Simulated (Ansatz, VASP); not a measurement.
**One calculation of SiW, two programs**

File INCAR:

```
SYSTEM = SiW
ALGO = Normal
EDIFF = 1E-7
ENCUT = 520
GGA = CA
ISIF = 2
ISMEAR = -1
LASPH = .TRUE.
LCHARG = .FALSE.
LREAL = .FALSE.
LWAVE = .FALSE.
NBANDS = 16
NELM = 80
PREC = Accurate
SIGMA = 0.05
```

The input KPOINTS:

```
k-points
0
G
  13 13 13
  0 0 0
```

POSCAR

```
SiW
1.0
    2.9619858604      0.0000000000      0.0000000000
    0.0000000000      2.9619858604      0.0000000000
    0.0000000000      0.0000000000      2.9619858604
W Si
1 1
Direct
    0.0000000000      0.0000000000      0.0000000000
    0.5000000000      0.5000000000      0.5000000000
```

Input for Ansatz:

```yaml
crystal:
  lattice:
    - [2.9619858604, 0.0, 0.0]
    - [0.0, 2.9619858604, 0.0]
    - [0.0, 0.0, 2.9619858604]
  atoms:
    - { symbol: W, position: [0.0, 0.0, 0.0] }
    - { symbol: Si, position: [0.5, 0.5, 0.5] }
kpoints:
  mp_grid: { grid: [13, 13, 13] }
scf:
  occupations: { method: fermi_dirac, width: 0.05 }
hamiltonian:
  xc: lda
  pseudopotentials: { kind: paw }
output:
  forces: true
  stress: true
  eigenvalues: true
  populations: true
  write_density: true
  write_potential: true
  elf: true
  volumetric_format: npy
```

Change from the starting cell: volume scaled by 0.95, PAW files.

Alike in both runs: task single point; functional LDA; k mesh 13 × 13 × 13; occupations fermi-dirac, width 0.05 eV; no spin polarisation.

|  | VASP | Ansatz |
| --- | --- | --- |
| version | VASP 6.6.1 | Ansatz 0.2.0 |
| potentials or method | VASP PAW LDA potentials, release 64 (W_sv, Si) | PAW with Ansatz's default frozen-core files, scalar-relativistic |
| plane-wave cutoff (eV) | 520 | 420 |
| valence electrons in the cell | 18 | 18 |

|  | VASP | Ansatz | Ansatz less VASP |
| --- | --- | --- | --- |
| pressure (GPa) | 16.1 | 14.8 | -1.30 |

LDA's correlation is that of Perdew and Zunger in VASP and of Perdew and Wang (1992) in Ansatz.

Spin-orbit coupling is off throughout.
